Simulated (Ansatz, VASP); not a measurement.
P in VASP and in Ansatz

File INCAR:

```
SYSTEM = P
  ALGO = Normal
  EDIFF = 1E-7
  EDIFFG = -0.04
  ENCUT = 600
  GGA = PE
  IBRION = 2
  ISIF = 3
  ISMEAR = 0
  LASPH = .TRUE.
  LCHARG = .FALSE.
  LREAL = .FALSE.
  LWAVE = .FALSE.
  NELM = 80
  NSW = 90
  PREC = Accurate
  SIGMA = 0.1
```

KPOINTS

```
k-points
0
G
  6 6 8
  0 0 0
```

File POSCAR:

```
P
1.0
    3.3623545600      0.0000000000      0.0000000000
    0.0000000000      3.3623545600      0.0000000000
    0.0000000000      0.0000000000      1.8777433300
P
1
Direct
    0.5000000000      0.5000000000      0.5000000000
```

Input for Ansatz:

```yaml
crystal:
  lattice:
    - [3.36235456, 0.0, 0.0]
    - [0.0, 3.36235456, 0.0]
    - [0.0, 0.0, 1.87774333]
  atoms:
    - { symbol: P, position: [0.5, 0.5, 0.5] }
basis:
  ecutwfc: 420
kpoints:
  mp_grid: { grid: [6, 6, 8] }
hamiltonian:
  xc: pbe
scf:
  occupations: { method: gaussian, width: 0.1 }
  lower_state_search: "off"
output:
  forces: true
  stress: true
  eigenvalues: true
relax:
  adjacent_minimum: "off"
  f_tol: 0.04
  max_steps: 70
  cell: { stress_tol: 0.4 }
```

Alike in both runs: task relaxation of cell and atoms; functional PBE; k mesh 6 × 6 × 8; occupations gaussian, width 0.1 eV; no spin polarisation.

```csv
,VASP,Ansatz
version,VASP 6.6.1,Ansatz 0.2.0
potentials or method,"VASP PAW PBE potentials, release 64 (P), cutoff 600 eV","scalar-relativistic, plane waves, PAW"
valence electrons in the cell,5,5
```

|  | VASP | Ansatz | Ansatz less VASP |
| --- | --- | --- | --- |
| gap on the k mesh at the Fermi level, each at its own relaxed structure (eV) | none | none | - |
| relaxed volume (Å³/atom) | 14.61 | 14.61 | +0.001 |
| relaxed cell length with the largest relative difference (Å) | 2.464 | 2.463 | -0.0009 |

A gap of «none» marks a metal or a gap that the smearing closes.

The k mesh is coarse, so the values compare programs but aren't converged. Noted on VASP's run: the volume moved by over 15 % at a fixed basis, so the end points are rough.
